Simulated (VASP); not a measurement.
# Mg8Se7 (a cell with a defect) in VASP: relaxation of the atoms with PBE

Aim: the relaxation of the atoms of Mg8Se7 (a cell with a defect) with PBE.

All numbers are computed with VASP 6.6.1; they aren't measurements. Logs are shortened: lines on timing, memory, paths and dates and some standing lists are left out, and cuts for length are marked.

## (1) The cell of the first run

The cell holds a defect, 15 atoms: a = 7.791 Å, b = 7.791 Å, c = 7.791 Å, α = 60.00°, β = 60.00°, γ = 60.00°.

## (2) Relaxation of the atoms, PBE (atoms taken out)

The input, INCAR:

```
PREC = Accurate
ENCUT = 520
EDIFF = 1E-7
ISMEAR = 0
SIGMA = 0.05
LREAL = False
LASPH = True
NELM = 120
ALGO = Normal
ISIF = 2
LWAVE = False
LCHARG = False
GGA = PE
IBRION = 2
NSW = 70
EDIFFG = -0.02
GGA_COMPAT = False
NELMIN = 4
```

The input, KPOINTS:

```
Automatic mesh
0
Gamma
  4 4 4
```

The input, POSCAR:

```
Mg8Se7
1.0
   -5.5089473509     -5.5089473509      0.0000000000
   -5.5089473509      0.0000000000     -5.5089473509
    0.0000000000     -5.5089473509     -5.5089473509
Mg Se
8 7
Direct
    0.5000000000      0.5000000000      0.0000000000
    1.0000000000      0.5000000000      0.0000000000
    0.5000000000      1.0000000000      0.0000000000
    1.0000000000      1.0000000000      0.0000000000
    0.5000000000      0.5000000000      0.5000000000
    1.0000000000      0.5000000000      0.5000000000
    0.5000000000      1.0000000000      0.5000000000
    1.0000000000      1.0000000000      0.5000000000
    0.7500000000      0.2500000000      0.2500000000
    0.2500000000      0.7500000000      0.2500000000
    0.7500000000      0.7500000000      0.2500000000
    0.2500000000      0.2500000000      0.7500000000
    0.7500000000      0.2500000000      0.7500000000
    0.2500000000      0.7500000000      0.7500000000
    0.7500000000      0.7500000000      0.7500000000
```

Potentials or basis: VASP PAW PBE potentials, release 64 (Mg, Se).

Started as:

```bash
cat potpaw_PBE.64/Mg/POTCAR potpaw_PBE.64/Se/POTCAR > POTCAR
mpirun -np 1 vasp_std > vasp.out
```

OUTCAR:

```text
PREC = Accurate
   ENCUT = 520
   EDIFF = 1E-7
   ISMEAR = 0
   LREAL = False
   LASPH = True
   NELM = 120
   ISIF = 2
   GGA = PE
   IBRION = 2
   NSW = 70
   EDIFFG = -0.02
   NELMIN = 4

 ion  position               nearest neighbor table
   1  0.500  0.500  0.000-   9 2.75  10 2.75  13 2.75  14 2.75  15 2.75
   2  0.000  0.500  0.000-   9 2.75  11 2.75  12 2.75  14 2.75  15 2.75
   3  0.500  0.000  0.000-  10 2.75  11 2.75  12 2.75  13 2.75  15 2.75
   4  0.000  0.000  0.000-   9 2.75  10 2.75  11 2.75  12 2.75  13 2.75  14 2.75
   5  0.500  0.500  0.500-   9 2.75  10 2.75  11 2.75  12 2.75  13 2.75  14 2.75
   6  0.000  0.500  0.500-  10 2.75  11 2.75  12 2.75  13 2.75  15 2.75
   7  0.500  0.000  0.500-   9 2.75  11 2.75  12 2.75  14 2.75  15 2.75
   8  0.000  0.000  0.500-   9 2.75  10 2.75  13 2.75  14 2.75  15 2.75
   9  0.750  0.250  0.250-   1 2.75   2 2.75   4 2.75   5 2.75   7 2.75   8 2.75
  10  0.250  0.750  0.250-   1 2.75   3 2.75   4 2.75   5 2.75   6 2.75   8 2.75
  11  0.750  0.750  0.250-   2 2.75   3 2.75   4 2.75   5 2.75   6 2.75   7 2.75
  12  0.250  0.250  0.750-   2 2.75   3 2.75   4 2.75   5 2.75   6 2.75   7 2.75
  13  0.750  0.250  0.750-   1 2.75   3 2.75   4 2.75   5 2.75   6 2.75   8 2.75
  14  0.250  0.750  0.750-   1 2.75   2 2.75   4 2.75   5 2.75   7 2.75   8 2.75
  15  0.750  0.750  0.750-   1 2.75   2 2.75   3 2.75   6 2.75   7 2.75   8 2.75

  LATTYP: Found a face centered cubic cell.
 ALAT       =    11.0178947018

  Lattice vectors:

 A1 = (  -5.5089473509,  -5.5089473509,   0.0000000000)
 A2 = (  -5.5089473509,   0.0000000000,  -5.5089473509)
 A3 = (   0.0000000000,  -5.5089473509,  -5.5089473509)

Analysis of symmetry for initial positions (statically):
=====================================================================
 Subroutine PRICEL returns:
 Original cell was already a primitive cell.

 Routine SETGRP: Setting up the symmetry group for a
 face centered cubic supercell.

 Subroutine GETGRP returns: Found 48 space group operations
 (whereof 24 operations were pure point group operations)
 out of a pool of 48 trial point group operations.

The static configuration has the point symmetry T_d .
 The point group associated with its full space group is O_h .

Analysis of symmetry for dynamics (positions and initial velocities):
=====================================================================
 Subroutine PRICEL returns:
 Original cell was already a primitive cell.

 Routine SETGRP: Setting up the symmetry group for a
 face centered cubic supercell.

 Subroutine GETGRP returns: Found 48 space group operations
 (whereof 24 operations were pure point group operations)
 out of a pool of 48 trial point group operations.

The dynamic configuration has the point symmetry T_d .
 The point group associated with its full space group is O_h .

 Subroutine INISYM returns: Found 48 space group operations
 (whereof 24 operations are pure point group operations),
 and found     1 'primitive' translations

----------------------------------------------------------------------------------------

                                     Primitive cell

  volume of cell :     334.3766

  direct lattice vectors                    reciprocal lattice vectors
    -5.508947351 -5.508947351  0.000000000    -0.090761441 -0.090761441  0.090761441
    -5.508947351  0.000000000 -5.508947351    -0.090761441  0.090761441 -0.090761441
     0.000000000 -5.508947351 -5.508947351     0.090761441 -0.090761441 -0.090761441

  length of vectors
     7.790828058  7.790828058  7.790828058     0.157203427  0.157203427  0.157203427

  position of ions in fractional coordinates (direct lattice)
     0.500000000  0.500000000  0.000000000
     0.000000000  0.500000000  0.000000000
     0.500000000  0.000000000  0.000000000
     0.000000000  0.000000000  0.000000000
     0.500000000  0.500000000  0.500000000
     0.000000000  0.500000000  0.500000000
     0.500000000  0.000000000  0.500000000
     0.000000000  0.000000000  0.500000000
     0.750000000  0.250000000  0.250000000
     0.250000000  0.750000000  0.250000000
     0.750000000  0.750000000  0.250000000
     0.250000000  0.250000000  0.750000000
     0.750000000  0.250000000  0.750000000
     0.250000000  0.750000000  0.750000000
     0.750000000  0.750000000  0.750000000

  ion indices of the primitive-cell ions
   primitive index   ion index
                 1           1
                 2           2
                 3           3
                 4           4
                 5           5
                 6           6
                 7           7
                 8           8
                 9           9
                10          10
                11          11
                12          12
                13          13
                14          14
                15          15

----------------------------------------------------------------------------------------

 KPOINTS: Automatic mesh

Automatic generation of k-mesh.
 Grid dimensions read from file:
 generate k-points for:    4    4    4

 Generating k-lattice:

  Cartesian coordinates                     Fractional coordinates (reciprocal lattice)
    -0.022690360 -0.022690360  0.022690360     0.250000000  0.000000000  0.000000000
    -0.022690360  0.022690360 -0.022690360     0.000000000  0.250000000  0.000000000
     0.022690360 -0.022690360 -0.022690360     0.000000000  0.000000000  0.250000000

  Length of vectors
     0.039300857  0.039300857  0.039300857

  Shift w.r.t. Gamma in fractional coordinates (k-lattice)
     0.000000000  0.000000000  0.000000000

 Subroutine IBZKPT returns following result:
 ===========================================

 Found      8 irreducible k-points:

 Following reciprocal coordinates:
            Coordinates               Weight
  0.000000  0.000000  0.000000      1.000000
  0.250000  0.000000  0.000000      8.000000
  0.500000  0.000000  0.000000      4.000000
  0.250000  0.250000  0.000000      6.000000
  0.500000  0.250000  0.000000     24.000000
 -0.250000  0.250000  0.000000     12.000000
  0.500000  0.500000  0.000000      3.000000
 -0.250000  0.500000  0.250000      6.000000
   k-points           NKPTS =      8   k-points in BZ     NKDIM =      8   number of bands    NBANDS=     37
   number of dos      NEDOS =    301   number of ions     NIONS =     15
   total plane-waves  NPLWV = 216000
   dimension x,y,z NGX =    60 NGY =   60 NGZ =   60
   dimension x,y,z NGXF=   120 NGYF=  120 NGZF=  120
   ions per type =               8   7
   NGX,Y,Z   is equivalent  to a cutoff of  12.80, 12.80, 12.80 a.u.
   NGXF,Y,Z  is equivalent  to a cutoff of  25.61, 25.61, 25.61 a.u.
 SYSTEM =  unknown system
   PREC   = accura    normal or accurate (medium, high low for compatibility)
   ISTART =      0    job   : 0-new  1-cont  2-samecut
   ICHARG =      2    charge: 1-file 2-atom 10-const
   ISPIN  =      1    spin polarized calculation?
   LNONCOLLINEAR =      F non collinear calculations
   LSORBIT =      F    spin-orbit coupling
   LASPH  =      T    aspherical Exc in radial PAW
   ENCUT  =  520.0 eV  38.22 Ry    6.18 a.u.  14.49 14.49 14.49*2*pi/ulx,y,z
   NELM   =    120;   NELMIN=  4; NELMDL= -5     # of ELM steps
   EDIFF  = 0.1E-06   stopping-criterion for ELM
   LREAL  =      F    real-space projection
   EDIFFG = -.2E-01   stopping-criterion for IOM
   NSW    =     70    number of steps for IOM
   IBRION =      2    ionic relax: 0-MD 1-quasi-New 2-CG
   NFREE  =      1    steps in history (QN), initial steepest desc. (CG)
   ISIF   =      2    stress and relaxation
   ISYM   =      2    0-nonsym 1-usesym 2-fastsym
   POTIM  = 0.5000    time-step for ionic-motion
   TEBEG  =    0.0;   TEEND  =   0.0 temperature during run
   PSTRESS=    0.0 pullay stress
   NELECT =      58.0000    total number of electrons
   NUPDOWN=      -1.0000    fix difference up-down
   EMIN   =  10.00;   EMAX   =-10.00  energy-range for DOS
   EFERMI =   0.00;   METHOD = LEGACY
   ISMEAR =     0;   SIGMA  =   0.05  broadening in eV -4-tet -1-fermi 0-gaus
   EFERMI_NEDOS =   21; number of points for ismear=-14 and -15
   IALGO  =     38    algorithm
   IMIX   =      4    mixing-type and parameters
     AMIX     =   0.40;   BMIX     =  1.00
     AMIX_MAG =   1.60;   BMIX_MAG =  1.00
  volume/ion in A,a.u.               =      22.29       150.43
  Fermi-wavevector in a.u.,A,eV,Ry     =   0.913003  1.725326 11.341470  0.833574
  Thomas-Fermi vector in A             =   2.037464
   LORBIT       =      0    0 simple, 1 ext, 2 COOP (PROOUT), +10 PAW based schemes
   GGA     = PE    functional components
   LHFCALC =     F    Hartree Fock is set to
   AEXX    =    0.0000 exact exchange contribution
   IVDW    =     0    specifies the selected vdW correction
   LEPSILON=     F    determine dielectric tensor
   LRPA    =     F    only Hartree local field effects (RPA)
 conjugate gradient relaxation of ions
 non-spin polarized calculation
 Gauss-broadening in eV      SIGMA  =   0.05
  energy-cutoff  :      520.00
  volume of cell :      334.38
 maximum number of plane-waves:      9089
 NGX is ok and might be reduce to    60
   NGX = 29   NGY = 29   NGZ = 29

--------------------------------------- Ionic step        1  -------------------------------------------

 number of electron      57.9999995 magnetization

 Free energy of the ion-electron system (eV)
  ---------------------------------------------------
  ext. energy  EPLUGINS =         0.00000000
  ---------------------------------------------------
  free energy    TOTEN  =       -52.55096672 eV

  energy without entropy =      -52.54606449  energy(sigma->0) =      -52.54851561

------------------------ aborting loop because EDIFF is reached ----------------------------------------

  FORCE on cell =-STRESS in cart. coord.  units (eV):
  Direction    XX          YY          ZZ          XY          YZ          ZX
  --------------------------------------------------------------------------------------
  -------------------------------------------------------------------------------------
  Total       -2.1441868     -2.1441868     -2.1441868     -0.0000000     -0.0000000      0.0000000
  in kB      -10.2739476    -10.2739476    -10.2739476     -0.0000000     -0.0000000      0.0000000
  external PRESSURE =     -10.2739476 kB  Pullay stress =       0.0000000 kB
[... 132 lines left out ...]
  energy  without entropy=      -52.5611356177  energy(sigma->0) =      -52.56344666

--------------------------------------- Ionic step        4  -------------------------------------------

 number of electron      57.9999995 magnetization

 Free energy of the ion-electron system (eV)
  ---------------------------------------------------
  ext. energy  EPLUGINS =         0.00000000
  ---------------------------------------------------
  free energy    TOTEN  =       -52.56637846 eV

  energy without entropy =      -52.56213621  energy(sigma->0) =      -52.56425734

 E-fermi :   4.3096     XC(G=0):  -9.0579

 val. band max:        4.2902472589   @ k =  -0.2500   0.5000   0.2500
 cond. band min:       4.3108274747   @ k =   0.5000   0.5000   0.0000
 fundamental gap:      0.0205802158
 Fermi energy:         4.3095669413

 k-point     1 :       0.0000    0.0000    0.0000
  band No.  band energies     occupation
      1     -10.2404      2.00000
      2      -9.3642      2.00000
      3      -9.3642      2.00000
      4      -9.3642      2.00000
      5      -9.0679      2.00000
      6      -9.0679      2.00000
[... 351 lines left out ...]
  FREE ENERGIE OF THE ION-ELECTRON SYSTEM (eV)
  ---------------------------------------------------
  free  energy   TOTEN  =       -52.5663784603 eV

  energy  without entropy=      -52.5621362133  energy(sigma->0) =      -52.56425734

 reached required accuracy - stopping structural energy minimisation
```

It took 7.4 min on 1 thread of Intel Xeon Platinum 8259CL at 2.50GHz (Skylake/Cascade Lake), shared host; peak memory 0.54 GiB.

What came out:

- Free energy: -52.5664 eV
- Energy gained by relaxing: 1.0 meV/atom
- Ionic steps: 4
- Pressure after relaxing: -1.3 GPa
- Largest force after relaxing: 0.005 eV/Å
- Band gap on the k mesh: 0.02 eV

Forces on the atoms (eV/Å):
```
Mg  -0.005  0.000  0.000
Mg   0.000  0.005  0.000
Mg   0.000  0.000  0.005
Mg   0.000  0.000  0.000
Mg   0.000  0.000  0.000
Mg   0.000  0.000 -0.005
Mg   0.000 -0.005  0.000
Mg   0.005  0.000  0.000
Se   0.000  0.000  0.000
Se   0.000  0.000  0.000
Se   0.000  0.000  0.000
Se   0.000  0.000  0.000
Se   0.000  0.000  0.000
Se   0.000  0.000  0.000
Se   0.000  0.000  0.000
```

Step by step:
```
step  energy change (eV)  largest force (eV/Å)  pressure (GPa)
   1              0.0000                0.1432           -1.03
   2             -0.0054                0.1167           -1.09
   3             -0.0148                0.0316           -1.27
   4             -0.0154                0.0045           -1.34
```

Final structure:
```xyz
15
Lattice="-5.5089 -5.5089 0.0000 -5.5089 0.0000 -5.5089 0.0000 -5.5089 -5.5089" Properties=species:S:1:pos:R:3 pbc="T T T"
Mg   -5.4736   -2.7545   -2.7545
Mg   -2.7545   -0.0353   -2.7545
Mg   -2.7545   -2.7545   -0.0353
Mg   -5.5089  -11.0179   -5.5089
Mg   -5.5089   -5.5089   -5.5089
Mg   -2.7545   -2.7545   -5.4736
Mg   -2.7545   -5.4736   -2.7545
Mg   -0.0353   -2.7545   -2.7545
Se   -5.5089   -5.5089   -2.7545
Se   -5.5089   -2.7545   -5.5089
Se   -8.2634   -5.5089   -5.5089
Se   -2.7545   -5.5089   -5.5089
Se   -5.5089   -8.2634   -5.5089
Se   -5.5089   -5.5089   -8.2634
Se   -8.2634   -8.2634   -8.2634
```

Caveat: the cell differs from its parent crystal (atoms taken out).
